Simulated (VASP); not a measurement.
# W (Im-3m) in VASP: further runs

W is run at these levels: PBE; tasks: single point.

Everything below comes from runs of VASP 6.6.1. Logs are shortened: lines on timing, memory, paths and dates and some standing lists are left out, and cuts for length are marked.

**1. The cell of the first run**

The structure is cubic, space group Im-3m (No. 229). The conventional cell has a = 3.165 Å, b = 3.165 Å, c = 3.165 Å, α = 90.00°, β = 90.00°, γ = 90.00°. W (site symmetry m-3m) has 14 W at 2.74 to 3.16 Å within 3.6 Å.

**2. Single point, PBE, collinear spin, ferromagnetic start**

INCAR reads:

```
PREC = Accurate
ENCUT = 520
EDIFF = 1E-6
ISMEAR = -1
SIGMA = 0.03
LREAL = F
LASPH = T
NELM = 150
ALGO = Normal
ISIF = 2
LWAVE = F
LCHARG = F
ISPIN = 2
MAGMOM = 1.6
LORBIT = 11
NUPDOWN = 1.6
LMAXMIX = 4
GGA = PE
NBANDS = 17
```

KPOINTS reads:

```
Automatic mesh
0
Gamma
  17 17 17
```

POSCAR reads:

```
W
1.0
   -1.5823450000      1.5823450000      1.5823450000
    1.5823450000     -1.5823450000      1.5823450000
    1.5823450000      1.5823450000     -1.5823450000
W
1
Direct
    0.0000000000      0.0000000000      0.0000000000
```

Potentials or basis: VASP PAW PBE potentials, release 64 (W_sv).

The run is started by

```
cat potpaw_PBE.64/W_sv/POTCAR > POTCAR
mpirun -np 1 vasp_std > vasp.out
```

OUTCAR:

```text
PREC = Accurate
   ENCUT = 520
   EDIFF = 1E-6
   ISMEAR = -1
   LREAL = F
   LASPH = T
   NELM = 150
   ISIF = 2
   ISPIN = 2
   LORBIT = 11
   NUPDOWN = 1.6
   GGA = PE

 ion  position               nearest neighbor table
   1  0.000  0.000  0.000-

  LATTYP: Found a body centered cubic cell.
 ALAT       =     3.1646900000

  Lattice vectors:

 A1 = (  -1.5823450000,   1.5823450000,   1.5823450000)
 A2 = (   1.5823450000,  -1.5823450000,   1.5823450000)
 A3 = (   1.5823450000,   1.5823450000,  -1.5823450000)

Analysis of symmetry for initial positions (statically):
=====================================================================
 Subroutine PRICEL returns:
 Original cell was already a primitive cell.

 Routine SETGRP: Setting up the symmetry group for a
 body centered cubic supercell.

 Subroutine GETGRP returns: Found 48 space group operations
 (whereof 48 operations were pure point group operations)
 out of a pool of 48 trial point group operations.

The static configuration has the point symmetry O_h .

Analysis of symmetry for dynamics (positions and initial velocities):
=====================================================================
 Subroutine PRICEL returns:
 Original cell was already a primitive cell.

 Routine SETGRP: Setting up the symmetry group for a
 body centered cubic supercell.

 Subroutine GETGRP returns: Found 48 space group operations
 (whereof 48 operations were pure point group operations)
 out of a pool of 48 trial point group operations.

The dynamic configuration has the point symmetry O_h .

Analysis of structural, dynamic, and magnetic symmetry:
=====================================================================
 Subroutine PRICEL returns:
 Original cell was already a primitive cell.

 Routine SETGRP: Setting up the symmetry group for a
 body centered cubic supercell.

 Subroutine GETGRP returns: Found 48 space group operations
 (whereof 48 operations were pure point group operations)
 out of a pool of 48 trial point group operations.

The overall configuration has the point symmetry O_h .

 Subroutine INISYM returns: Found 48 space group operations
 (whereof 48 operations are pure point group operations),
 and found     1 'primitive' translations

----------------------------------------------------------------------------------------

                                     Primitive cell

  volume of cell :      15.8476

  direct lattice vectors                    reciprocal lattice vectors
    -1.582345000  1.582345000  1.582345000     0.000000000  0.315986716  0.315986716
     1.582345000 -1.582345000  1.582345000     0.315986716  0.000000000  0.315986716
     1.582345000  1.582345000 -1.582345000     0.315986716  0.315986716  0.000000000

  length of vectors
     2.740701935  2.740701935  2.740701935     0.446872699  0.446872699  0.446872699

  position of ions in fractional coordinates (direct lattice)
     0.000000000  0.000000000  0.000000000

  ion indices of the primitive-cell ions
   primitive index   ion index
                 1           1

----------------------------------------------------------------------------------------

 KPOINTS: Automatic mesh

Automatic generation of k-mesh.
 Grid dimensions read from file:
 generate k-points for:   17   17   17

 Generating k-lattice:

  Cartesian coordinates                     Fractional coordinates (reciprocal lattice)
     0.000000000  0.018587454  0.018587454     0.058823529  0.000000000  0.000000000
     0.018587454  0.000000000  0.018587454     0.000000000  0.058823529  0.000000000
     0.018587454  0.018587454  0.000000000     0.000000000  0.000000000  0.058823529

  Length of vectors
     0.026286629  0.026286629  0.026286629

  Shift w.r.t. Gamma in fractional coordinates (k-lattice)
     0.000000000  0.000000000  0.000000000

 Subroutine IBZKPT returns following result:
 ===========================================

 Found    165 irreducible k-points:

 Following reciprocal coordinates:
            Coordinates               Weight
  0.000000  0.000000  0.000000      1.000000
  0.058824  0.000000  0.000000     12.000000
  0.117647  0.000000  0.000000     12.000000
  0.176471  0.000000  0.000000     12.000000
  0.235294  0.000000  0.000000     12.000000
  0.294118  0.000000  0.000000     12.000000
[... 16 lines left out ...]
  0.411765  0.117647  0.000000     48.000000
  0.176471  0.176471  0.000000     24.000000
 [... further k-points ...]
   k-points           NKPTS =    165   k-points in BZ     NKDIM =    165   number of bands    NBANDS=     17
   number of dos      NEDOS =    301   number of ions     NIONS =      1
   total plane-waves  NPLWV =   8000
   dimension x,y,z NGX =    20 NGY =   20 NGZ =   20
   dimension x,y,z NGXF=    40 NGYF=   40 NGZF=   40
   ions per type =               1
   NGX,Y,Z   is equivalent  to a cutoff of  12.13, 12.13, 12.13 a.u.
   NGXF,Y,Z  is equivalent  to a cutoff of  24.26, 24.26, 24.26 a.u.
 SYSTEM =  unknown system
   PREC   = accura    normal or accurate (medium, high low for compatibility)
   ISTART =      0    job   : 0-new  1-cont  2-samecut
   ICHARG =      2    charge: 1-file 2-atom 10-const
   ISPIN  =      2    spin polarized calculation?
   LNONCOLLINEAR =      F non collinear calculations
   LSORBIT =      F    spin-orbit coupling
   LASPH  =      T    aspherical Exc in radial PAW
   ENCUT  =  520.0 eV  38.22 Ry    6.18 a.u.   5.10  5.10  5.10*2*pi/ulx,y,z
   NELM   =    150;   NELMIN=  2; NELMDL= -5     # of ELM steps
   EDIFF  = 0.1E-05   stopping-criterion for ELM
   LREAL  =      F    real-space projection
   EDIFFG = 0.1E-04   stopping-criterion for IOM
   NSW    =      0    number of steps for IOM
   IBRION =     -1    ionic relax: 0-MD 1-quasi-New 2-CG
   NFREE  =      0    steps in history (QN), initial steepest desc. (CG)
   ISIF   =      2    stress and relaxation
   ISYM   =      2    0-nonsym 1-usesym 2-fastsym
   POTIM  = 0.5000    time-step for ionic-motion
   TEBEG  =    0.0;   TEEND  =   0.0 temperature during run
   PSTRESS=    0.0 pullay stress
   NELECT =      14.0000    total number of electrons
   NUPDOWN=       1.6000    fix difference up-down
   EMIN   =  10.00;   EMAX   =-10.00  energy-range for DOS
   EFERMI =   0.00;   METHOD = LEGACY
   ISMEAR =    -1;   SIGMA  =   0.03  broadening in eV -4-tet -1-fermi 0-gaus
   EFERMI_NEDOS =   21; number of points for ismear=-14 and -15
   IALGO  =     38    algorithm
   IMIX   =      4    mixing-type and parameters
     AMIX     =   0.40;   BMIX     =  1.00
     AMIX_MAG =   1.60;   BMIX_MAG =  1.00
  volume/ion in A,a.u.               =      15.85       106.94
  Fermi-wavevector in a.u.,A,eV,Ry     =   1.570832  2.968442 33.572544  2.467512
  Thomas-Fermi vector in A             =   2.672506
   LORBIT       =     11    0 simple, 1 ext, 2 COOP (PROOUT), +10 PAW based schemes
   GGA     = PE    functional components
   LHFCALC =     F    Hartree Fock is set to
   AEXX    =    0.0000 exact exchange contribution
   IVDW    =     0    specifies the selected vdW correction
   LEPSILON=     F    determine dielectric tensor
   LRPA    =     F    only Hartree local field effects (RPA)
 spin polarized calculation
  energy-cutoff  :      520.00
  volume of cell :       15.85
 maximum number of plane-waves:       438
   NGX = 11   NGY = 11   NGZ = 11

 number of electron      14.0000004 magnetization       1.6000000

 Free energy of the ion-electron system (eV)
  ---------------------------------------------------
  ext. energy  EPLUGINS =         0.00000000
  ---------------------------------------------------
  free energy    TOTEN  =       -11.30970503 eV

  energy without entropy =      -11.30459593  energy(sigma->0) =      -11.30715048

 E-fermi :   9.9897     XC(G=0): -13.5738

 val. band max:       13.0941419592   @ k =   0.1765   0.1765   0.0588
 cond. band min:      10.0104334917   @ k =   0.1176   0.0588   0.0588
 fundamental gap:     -3.0837084674
 Fermi energy:        13.0967827835

 spin component 1

 k-point     1 :       0.0000    0.0000    0.0000
  band No.  band energies     occupation
      1     -62.6646      1.00000
      2     -26.3447      1.00000
      3     -26.3447      1.00000
      4     -26.3447      1.00000
      5       1.3430      1.00000
      6       9.8160      1.00000
[... 9 lines left out ...]
     16      40.8372      0.00000
     17      40.8372      0.00000

 k-point     2 :       0.0588    0.0000    0.0000
  band No.  band energies     occupation
      1     -62.6599      1.00000
      2     -26.3936      1.00000
      3     -26.3599      1.00000
      4     -26.3450      1.00000
      5       1.5123      1.00000
      6       9.7120      1.00000
[... 9 lines left out ...]
     16      40.7002      0.00000
     17      40.8428      0.00000
[... 421 lines left out ...]
 k-point    24 :       0.1765    0.1765    0.0000
  band No.  band energies     occupation
      1     -62.5706      1.00000
      2     -27.2046      1.00000
      3     -26.6319      1.00000
      4     -26.4338      1.00000
      5       4.7918      1.00000
      6       8.3077      1.00000
[... 9 lines left out ...]
     16      39.1776      0.00000
     17      39.9175      0.00000

 [... further k-points ...]

 spin component 2

 k-point     1 :       0.0000    0.0000    0.0000
  band No.  band energies     occupation
      1     -62.1067      1.00000
      2     -25.6338      1.00000
      3     -25.6338      1.00000
      4     -25.6338      1.00000
      5       2.3242      1.00000
      6      10.9402      0.00000
[... 9 lines left out ...]
     16      41.8192      0.00000
     17      41.8192      0.00000

 k-point     2 :       0.0588    0.0000    0.0000
  band No.  band energies     occupation
      1     -62.1023      1.00000
      2     -25.6810      1.00000
      3     -25.6484      1.00000
      4     -25.6341      1.00000
      5       2.4922      1.00000
      6      10.8352      0.00000
[... 9 lines left out ...]
     16      41.6831      0.00000
     17      41.7801      0.00000
[... 421 lines left out ...]
 k-point    24 :       0.1765    0.1765    0.0000
  band No.  band energies     occupation
      1     -62.0162      1.00000
      2     -26.4658      1.00000
      3     -25.9109      1.00000
      4     -25.7201      1.00000
      5       5.7711      1.00000
      6       9.3290      1.00000
[... 9 lines left out ...]
     16      40.1987      0.00000
     17      41.0002      0.00000

 [... further k-points ...]

------------------------ aborting loop because EDIFF is reached ----------------------------------------

  FORCE on cell =-STRESS in cart. coord.  units (eV):
  Direction    XX          YY          ZZ          XY          YZ          ZX
  --------------------------------------------------------------------------------------
  -------------------------------------------------------------------------------------
  Total        2.4132989      2.4132989      2.4132989      0.0000000      0.0000000      0.0000000
  in kB      243.9822119    243.9822119    243.9822119      0.0000000      0.0000000      0.0000000
  external PRESSURE =     243.9822119 kB  Pullay stress =       0.0000000 kB

 VOLUME and BASIS-vectors are now :
 -----------------------------------------------------------------------------
  energy-cutoff  :      520.00
  volume of cell :       15.85
      direct lattice vectors                 reciprocal lattice vectors
    -1.582345000  1.582345000  1.582345000     0.000000000  0.315986716  0.315986716
     1.582345000 -1.582345000  1.582345000     0.315986716  0.000000000  0.315986716
     1.582345000  1.582345000 -1.582345000     0.315986716  0.315986716  0.000000000

 POSITION                                       TOTAL-FORCE (eV/Angst)
 -----------------------------------------------------------------------------------
      0.00000      0.00000      0.00000         0.000000      0.000000     -0.000000
 -----------------------------------------------------------------------------------
    total drift:                                0.000000     -0.000000      0.000000

  FREE ENERGIE OF THE ION-ELECTRON SYSTEM (eV)
  ---------------------------------------------------
  free  energy   TOTEN  =       -11.3097050290 eV

  energy  without entropy=      -11.3045959295  energy(sigma->0) =      -11.30715048

 total charge

# of ion       s       p       d       tot
------------------------------------------
    1        2.401   6.291   3.461  12.153

 magnetization (x)

# of ion       s       p       d       tot
------------------------------------------
    1        0.027   0.116   1.110   1.253
```

Run time: 2.4 min. Hardware: 1 thread of AMD EPYC 7R13, shared host; peak memory 0.15 GiB.

What came out:

* Free energy: -11.3097 eV
* Pressure: 24.4 GPa
* Net moment: 1.60 μB per cell
* Site moments: W +1.25 μB
* Valence electrons inside the program's atomic spheres: W 12.15

Caveat: spin-orbit coupling is left out, which moves the levels of the heavy elements; the total moment is fixed, so each spin has its own Fermi level.

**3. Single point, PBE**

INCAR reads:

```
ALGO = Normal ; EDIFF = 1E-6
ENCUT = 520 ; GGA = PE
ISIF = 2 ; ISMEAR = -1
LASPH = T ; LCHARG = F
LREAL = F ; LWAVE = F
NBANDS = 13 ; NELM = 100
PREC = Accurate ; SIGMA = 0.03
```

KPOINTS reads:

```
k-points
0
Gamma
  17 17 17
```

POSCAR is that of step 2.

Potentials or basis: VASP PAW PBE potentials, release 64 (W_sv).

The run is started by

```
cat potpaw_PBE.64/W_sv/POTCAR > POTCAR
mpirun -np 1 vasp_std > vasp.out
```

Wall time 34 s (1 thread of Intel Xeon 8259CL, shared host); peak memory 0.15 GiB.

The run converged. Its results:

* Free energy: -12.9484 eV
* Pressure: 6.3 GPa
* Band gap on the k mesh: zero (band 7 reaches 16.20 eV, above the bottom of band 8 at 10.22 eV)

Levels at points of the mesh, in eV from the Fermi level:
```tsv
k point	band 5	band 6	band 7	band 8	band 9	band 10
(0.00, 0.00, 0.00)	-9.67	-1.26	-1.26	-1.26	2.23	2.23
```

Caveat: spin-orbit coupling is left out, which moves the levels of the heavy elements.

**4. Single point, PBE, collinear spin, zero start**

INCAR reads:

```
SYSTEM = W
  PREC = Accurate
  ENCUT = 520
  EDIFF = 1E-6
  ISMEAR = -1
  SIGMA = 0.03
  LREAL = .False.
  LASPH = .True.
  NELM = 150
  ALGO = Normal
  ISIF = 2
  LWAVE = .False.
  LCHARG = .False.
  ISPIN = 2
  MAGMOM = 0
  LORBIT = 11
  NUPDOWN = 0.0
  LMAXMIX = 4
  GGA = PE
  NBANDS = 17
```

KPOINTS reads:

```
Automatic mesh
0
Gamma
  17 17 17
  0 0 0
```

POSCAR is that of step 3.

Potentials or basis: VASP PAW PBE potentials, release 64 (W_sv).

The run is started by

```
cat potpaw_PBE.64/W_sv/POTCAR > POTCAR
mpirun -np 1 vasp_std > vasp.out
```

OUTCAR:

```text
SYSTEM = W
   PREC = Accurate
   ENCUT = 520
   EDIFF = 1E-6
   ISMEAR = -1
   LREAL = .False.
   LASPH = .True.
   NELM = 150
   ISIF = 2
   ISPIN = 2
   LORBIT = 11
   NUPDOWN = 0.0
   GGA = PE

 ion  position               nearest neighbor table
   1  0.000  0.000  0.000-

  LATTYP: Found a body centered cubic cell.
 ALAT       =     3.1646900000

  Lattice vectors:

 A1 = (  -1.5823450000,   1.5823450000,   1.5823450000)
 A2 = (   1.5823450000,  -1.5823450000,   1.5823450000)
 A3 = (   1.5823450000,   1.5823450000,  -1.5823450000)

Analysis of symmetry for initial positions (statically):
=====================================================================
 Subroutine PRICEL returns:
 Original cell was already a primitive cell.

 Routine SETGRP: Setting up the symmetry group for a
 body centered cubic supercell.

 Subroutine GETGRP returns: Found 48 space group operations
 (whereof 48 operations were pure point group operations)
 out of a pool of 48 trial point group operations.

[... 191 lines left out ...]
      6      10.2154      1.00000
[... 459 lines left out ...]
      6       8.7044      1.00000
[... 9 lines left out ...]
     16      39.6376      0.00000
     17      40.4055      0.00000

 [... further k-points ...]

 spin component 2

 k-point     1 :       0.0000    0.0000    0.0000
  band No.  band energies     occupation
      1     -62.7399      1.00000
      2     -26.3011      1.00000
      3     -26.3011      1.00000
      4     -26.3011      1.00000
      5       1.8087      1.00000
      6      10.2154      1.00000
[... 459 lines left out ...]
      6       8.7044      1.00000
[... 9 lines left out ...]
     16      39.6376      0.00000
     17      40.4055      0.00000

 [... further k-points ...]

------------------------ aborting loop because EDIFF is reached ----------------------------------------

  FORCE on cell =-STRESS in cart. coord.  units (eV):
  Direction    XX          YY          ZZ          XY          YZ          ZX
  --------------------------------------------------------------------------------------
  -------------------------------------------------------------------------------------
  Total        0.6238105      0.6238105      0.6238105      0.0000000      0.0000000      0.0000000
  in kB       63.0666427     63.0666427     63.0666427      0.0000000      0.0000000      0.0000000
  external PRESSURE =      63.0666427 kB  Pullay stress =       0.0000000 kB

 VOLUME and BASIS-vectors are now :
 -----------------------------------------------------------------------------
  energy-cutoff  :      520.00
  volume of cell :       15.85
      direct lattice vectors                 reciprocal lattice vectors
    -1.582345000  1.582345000  1.582345000     0.000000000  0.315986716  0.315986716
     1.582345000 -1.582345000  1.582345000     0.315986716  0.000000000  0.315986716
     1.582345000  1.582345000 -1.582345000     0.315986716  0.315986716  0.000000000

 POSITION                                       TOTAL-FORCE (eV/Angst)
 -----------------------------------------------------------------------------------
      0.00000      0.00000      0.00000         0.000000     -0.000000      0.000000
 -----------------------------------------------------------------------------------
    total drift:                                0.000000      0.000000      0.000000

  FREE ENERGIE OF THE ION-ELECTRON SYSTEM (eV)
  ---------------------------------------------------
  free  energy   TOTEN  =       -12.9484450134 eV

  energy  without entropy=      -12.9469158235  energy(sigma->0) =      -12.94768042

 total charge

# of ion       s       p       d       tot
------------------------------------------
    1        2.402   6.345   3.351  12.097

 magnetization (x)

# of ion       s       p       d       tot
------------------------------------------
    1       -0.000  -0.000   0.000   0.000
```

stdout:

```text
POSCAR found type information on POSCAR W
 POSCAR found :  1 types and       1 ions
 scaLAPACK will be used
 LDA part: xc-table for (Slater+PW92), standard interpolation
 POSCAR, INCAR and KPOINTS ok, starting setup
 FFT: planning ... GRIDC
 FFT: planning ... GRID_SOFT
 FFT: planning ... GRID
 WAVECAR not read
 entering main loop
```

It took 86 s on 1 thread of Intel Xeon 8259CL, shared host; peak memory 0.18 GiB.

Results:

```
Free energy                                           : -12.9484 eV
Pressure                                              : 6.3 GPa
Net moment                                            : 0.00 μB per cell
Valence electrons inside the program's atomic spheres : W 12.10
```

Caveat: spin-orbit coupling is left out, which moves the levels of the heavy elements; the total moment is fixed, so each spin has its own Fermi level.

[end of part 1 of 2]
